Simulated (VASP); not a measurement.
# Ti8Al8H (a cell with a defect) in VASP: single point with PBE

Aim: the single point of Ti8Al8H (a cell with a defect) with PBE.

Everything below comes from runs of VASP 6.6.1. Logs are shortened: lines on timing, memory, paths and dates and some standing lists are left out, and cuts for length are marked.

### Step 1. The cell of the first run

The cell holds a defect, 17 atoms: a = 6.963 Å, b = 6.963 Å, c = 6.963 Å, α = 108.29°, β = 110.06°, γ = 110.06°.

### Step 2. Single point, PBE

The input, INCAR:

```
PREC = Accurate
ENCUT = 520
EDIFF = 1E-6
ISMEAR = 0
SIGMA = 0.1
LREAL = Auto
LASPH = True
NELM = 100
ALGO = Normal
ISIF = 2
LWAVE = False
LCHARG = False
GGA = PE
NBANDS = 74
```

The input, KPOINTS:

```
Automatic mesh
0
Gamma
  4 4 4
  0.5 0.5 0.5
```

The input, POSCAR:

```
Ti8Al8H
1.0
    5.6432814777      0.0000000000      4.0782742132
    0.0000000000     -5.6432814777     -4.0782742132
    0.0000000000      5.6432814777     -4.0782742132
Ti Al H
8 8 1
Direct
    0.2518435427      0.5021285134      0.2502264941
    0.2518302526      0.2502079713      0.5021285968
    0.2505021246      0.7496941805      0.0002532716
    0.2505255153      0.0002653975      0.7497015220
    0.7480466847      0.2501978946     -0.0016637227
    0.7493767619      0.4991282490      0.7497173797
    0.7480484567     -0.0016799831      0.2502117586
    0.7494031649      0.7497050250      0.4991616123
    0.5004797317      0.7501471576      0.7501554861
    0.5000012867      0.5000015577      0.0000048782
    0.5000025271     -0.0000014898      0.4999951896
    0.4996047089      0.2498160899      0.2498244184
   -0.0000012404      0.4910167345      0.4910172661
   -0.0000380984      0.7501574154      0.2497122381
   -0.0000382756      0.2497423689      0.7501712437
    0.0000262259      0.0084294468      0.0084244852
    0.0005089238      0.7463232083      0.7462266333
```

Potentials or basis: VASP PAW PBE potentials, release 64 (Ti_sv, Al, H).

On the command line:

```bash
> cat potpaw_PBE.64/Ti_sv/POTCAR potpaw_PBE.64/Al/POTCAR potpaw_PBE.64/H/POTCAR > POTCAR
> mpirun -np 1 vasp_std > vasp.out
```

OUTCAR:

```text
PREC = Accurate
   ENCUT = 520
   EDIFF = 1E-6
   ISMEAR = 0
   LREAL = Auto
   LASPH = True
   NELM = 100
   ISIF = 2
   GGA = PE

 ion  position               nearest neighbor table
   1  0.252  0.502  0.250-   3 2.81   8 2.81  13 2.81  16 2.82  11 2.84   5 2.84   2 2.84  10 2.84
                            14 2.85   9 2.85  15 2.85  12 2.85
   2  0.252  0.250  0.502-   4 2.81   6 2.81  13 2.81  16 2.82  10 2.84   7 2.84   1 2.84  11 2.84
                            15 2.85   9 2.85  14 2.85  12 2.85
   3  0.251  0.750  0.000-   1 2.81   7 2.81   4 2.83   6 2.83  10 2.85  11 2.85  15 2.85  14 2.85
                             9 2.85  12 2.85  16 2.91  13 2.91
   4  0.251  0.000  0.750-   2 2.81   5 2.81   8 2.83   3 2.83  11 2.85  10 2.85  14 2.85  15 2.85
                             9 2.85  12 2.85  16 2.91  13 2.91
   5  0.748  0.250  0.998-   4 2.81   6 2.81  13 2.81  16 2.82  10 2.84   7 2.84   1 2.84  11 2.84
                            12 2.85  14 2.85   9 2.85  15 2.85
   6  0.749  0.499  0.750-   2 2.81   5 2.81   3 2.83   8 2.83  11 2.85  10 2.85  12 2.85   9 2.85
                            15 2.85  14 2.85  16 2.91  13 2.91
   7  0.748  0.998  0.250-   3 2.81   8 2.81  13 2.81  16 2.82  11 2.84   5 2.84   2 2.84  10 2.84
                            12 2.85  15 2.85   9 2.85  14 2.85
   8  0.749  0.750  0.499-   1 2.81   7 2.81   4 2.83   6 2.83  10 2.85  11 2.85  12 2.85   9 2.85
                            14 2.85  15 2.85  16 2.91  13 2.91
   9  0.500  0.750  0.750-  16 2.82  10 2.82  11 2.82  13 2.83   1 2.85   6 2.85   8 2.85   2 2.85
                             4 2.85   3 2.85   5 2.85   7 2.85
  10  0.500  0.500  0.000-  14 2.82   9 2.82  12 2.82  15 2.82   5 2.84   2 2.84   7 2.84   1 2.84
                             8 2.85   3 2.85   6 2.85   4 2.85
  11  0.500  1.000  0.500-  15 2.82  12 2.82   9 2.82  14 2.82   7 2.84   1 2.84   5 2.84   2 2.84
                             6 2.85   4 2.85   8 2.85   3 2.85
  12  0.500  0.250  0.250-  16 2.82  11 2.82  10 2.82  13 2.82   8 2.85   6 2.85   5 2.85   7 2.85
                             1 2.85   2 2.85   3 2.85   4 2.85
  13  1.000  0.491  0.491-  17 2.08   1 2.81   2 2.81   5 2.81   7 2.81  12 2.82  15 2.83  14 2.83
                             9 2.83   3 2.91   4 2.91   8 2.91   6 2.91
  14  1.000  0.750  0.250-  16 2.82  10 2.82  11 2.82  13 2.83   1 2.85   5 2.85   4 2.85   8 2.85
                             6 2.85   3 2.85   2 2.85   7 2.85
  15  1.000  0.250  0.750-  16 2.82  11 2.82  10 2.82  13 2.83   2 2.85   3 2.85   7 2.85   6 2.85
                             8 2.85   4 2.85   1 2.85   5 2.85
  16  0.000  0.008  0.008-   1 2.82   2 2.82   5 2.82   7 2.82   9 2.82  14 2.82  15 2.82  12 2.82
                             3 2.91   4 2.91   8 2.91   6 2.91
  17  0.001  0.746  0.746-  13 2.08

  LATTYP: Found a body centered tetragonal cell.
 ALAT       =     7.9808052021
 C/A-ratio  =     1.0220207385

  Lattice vectors:

 A1 = (   0.0000000000,   5.6432814777,   4.0782742132)
 A2 = (   0.0000000000,  -5.6432814777,   4.0782742132)
 A3 = (   5.6432814777,   0.0000000000,  -4.0782742132)

Analysis of symmetry for initial positions (statically):
=====================================================================
 Subroutine PRICEL returns:
 Original cell was already a primitive cell.
[... 173 lines left out ...]
  volume/ion in A,a.u.               =      15.28       103.11
  Fermi-wavevector in a.u.,A,eV,Ry     =   1.269054  2.398164 21.912147  1.610497
  Thomas-Fermi vector in A             =   2.402116
   LORBIT       =      0    0 simple, 1 ext, 2 COOP (PROOUT), +10 PAW based schemes
   GGA     = PE    functional components
   LHFCALC =     F    Hartree Fock is set to
   AEXX    =    0.0000 exact exchange contribution
   IVDW    =     0    specifies the selected vdW correction
   LEPSILON=     F    determine dielectric tensor
   LRPA    =     F    only Hartree local field effects (RPA)
 non-spin polarized calculation
 Gauss-broadening in eV      SIGMA  =   0.10
  energy-cutoff  :      520.00
  volume of cell :      259.76
 maximum number of plane-waves:      7015
 NGX is ok and might be reduce to    54
   NGX = 25   NGY = 25   NGZ = 25

 number of electron     120.9999975 magnetization

 Free energy of the ion-electron system (eV)
  ---------------------------------------------------
  ext. energy  EPLUGINS =         0.00000000
  ---------------------------------------------------
  free energy    TOTEN  =      -102.67264521 eV

  energy without entropy =     -102.62320201  energy(sigma->0) =     -102.64792361

 E-fermi :   8.4340     XC(G=0): -11.0758

 val. band max:        8.4328103575   @ k =  -0.3750   0.3750   0.1250
 cond. band min:       8.4634672123   @ k =   0.1250  -0.1250   0.1250
 fundamental gap:      0.0306568547
 Fermi energy:         8.4339725235

 k-point     1 :       0.1250    0.1250    0.1250
  band No.  band energies     occupation
      1     -48.2025      2.00000
      2     -48.1752      2.00000
      3     -48.1741      2.00000
      4     -48.1474      2.00000
      5     -48.1470      2.00000
      6     -48.1184      2.00000
[... 1789 lines left out ...]
     71       9.9160      0.00000
     72       9.9658      0.00000

 [... further k-points ...]

 [bands above 72 left out]

------------------------ aborting loop because EDIFF is reached ----------------------------------------

  FORCE on cell =-STRESS in cart. coord.  units (eV):
  Direction    XX          YY          ZZ          XY          YZ          ZX
  --------------------------------------------------------------------------------------
  -------------------------------------------------------------------------------------
  Total        0.6823180      0.6827841      1.3208125      0.0003015      0.0012986     -0.0019940
  in kB        4.2085021      4.2113773      8.1467037      0.0018595      0.0080097     -0.0122989
  external PRESSURE =       5.5221944 kB  Pullay stress =       0.0000000 kB

 VOLUME and BASIS-vectors are now :
 -----------------------------------------------------------------------------
  energy-cutoff  :      520.00
  volume of cell :      259.76
      direct lattice vectors                 reciprocal lattice vectors
     5.643281478  0.000000000  4.078274213     0.177201865  0.000000000  0.000000000
     0.000000000 -5.643281478 -4.078274213     0.088600932 -0.088600932 -0.122600878
     0.000000000  5.643281478 -4.078274213     0.088600932  0.088600932 -0.122600878

 POSITION                                       TOTAL-FORCE (eV/Angst)
 -----------------------------------------------------------------------------------
      1.42122     -1.42155     -2.04122         0.005535     -0.004898     -0.002463
      1.42115      1.42166     -2.04120         0.004398      0.005010     -0.002593
      1.41365     -4.22931     -2.03688         0.012852      0.008066      0.008605
      1.41379      4.22928     -2.03686         0.012883     -0.009712      0.008218
      4.22144      4.22196     -2.04113        -0.003760     -0.004206     -0.003136
      4.22894      1.41414     -2.03697        -0.006253      0.010547      0.006305
[... 9 lines left out ...]
      0.00015     -0.00003     -0.06863        -0.000514     -0.000085     -0.003827
      0.00287     -0.00054     -6.08495        -0.012389      0.002286     -0.005843
 -----------------------------------------------------------------------------------
    total drift:                               -0.013511      0.004132      0.036145

  FREE ENERGIE OF THE ION-ELECTRON SYSTEM (eV)
  ---------------------------------------------------
  free  energy   TOTEN  =      -102.6726452085 eV

  energy  without entropy=     -102.6232020100  energy(sigma->0) =     -102.64792361
```

OSZICAR:

```text
N       E                     dE             d eps       ncg     rms          rms(c)
DAV:   1     0.153477735434E+04    0.15348E+04   -0.56481E+04  4760   0.178E+03
DAV:   2     0.108581024691E+03   -0.14262E+04   -0.13963E+04  4736   0.567E+02
DAV:   3    -0.839062559854E+02   -0.19249E+03   -0.18725E+03  6976   0.181E+02
DAV:   4    -0.112652180598E+03   -0.28746E+02   -0.28229E+02  6952   0.585E+01
DAV:   5    -0.115256861017E+03   -0.26047E+01   -0.25927E+01  7152   0.153E+01    0.281E+01
DAV:   6    -0.103464302473E+03    0.11793E+02   -0.11249E+02  6466   0.468E+01    0.802E+00
DAV:   7    -0.102993874363E+03    0.47043E+00   -0.15428E+01  6304   0.184E+01    0.677E+00
DAV:   8    -0.102811483289E+03    0.18239E+00   -0.37505E+00  6906   0.913E+00    0.520E+00
DAV:   9    -0.102650665145E+03    0.16082E+00   -0.12997E+00  6706   0.502E+00    0.128E+00
DAV:  10    -0.102668821686E+03   -0.18157E-01   -0.15491E-01  6560   0.235E+00    0.654E-01
DAV:  11    -0.102673991372E+03   -0.51697E-02   -0.34218E-02  6740   0.138E+00    0.540E-01
DAV:  12    -0.102672325653E+03    0.16657E-02   -0.18830E-02  6416   0.102E+00    0.175E-01
DAV:  13    -0.102672701633E+03   -0.37598E-03   -0.32682E-03  7136   0.406E-01    0.109E-01
DAV:  14    -0.102672652772E+03    0.48861E-04   -0.10077E-03  6488   0.275E-01    0.521E-02
DAV:  15    -0.102672656385E+03   -0.36129E-05   -0.24320E-04  6886   0.123E-01    0.384E-02
DAV:  16    -0.102672644163E+03    0.12222E-04   -0.96285E-05  6608   0.841E-02    0.130E-02
DAV:  17    -0.102672645315E+03   -0.11529E-05   -0.16261E-05  6316   0.286E-02    0.627E-03
DAV:  18    -0.102672645209E+03    0.10688E-06   -0.33552E-06  4240   0.163E-02
   1 F= -.10267265E+03 E0= -.10264792E+03  d E =-.494432E-01
```

Wall time 15 min (1 thread of Intel Xeon 6975P-C (Granite Rapids), shared host); peak memory 0.62 GiB.

What came out:

```
Free energy            : -102.6726 eV
Pressure               : 0.6 GPa
Largest force          : 0.018 eV/Å
Band gap on the k mesh : zero (an odd number of electrons rules out a gap without spin polarisation)
```

Forces in eV/Å, atoms in the order of the input:
```
Ti   0.006 -0.005 -0.002
Ti   0.004  0.005 -0.003
Ti   0.013  0.008  0.009
Ti   0.013 -0.010  0.008
Ti  -0.004 -0.004 -0.003
Ti  -0.006  0.011  0.006
Ti  -0.003  0.005 -0.002
Ti  -0.007 -0.012  0.007
Al  -0.002  0.000 -0.005
Al  -0.001  0.000 -0.002
Al  -0.001  0.000 -0.001
Al  -0.001  0.000  0.001
Al   0.000  0.000  0.001
Al   0.001  0.002 -0.002
Al   0.001 -0.001 -0.001
Al  -0.001  0.000 -0.004
H   -0.012  0.002 -0.006
```

Stress tensor (GPa, compression positive):
```
0.42 0.00 0.00
0.00 0.42 0.00
0.00 0.00 0.81
```

The gap in the log of VASP goes by the Fermi energy; the results here count the filled bands.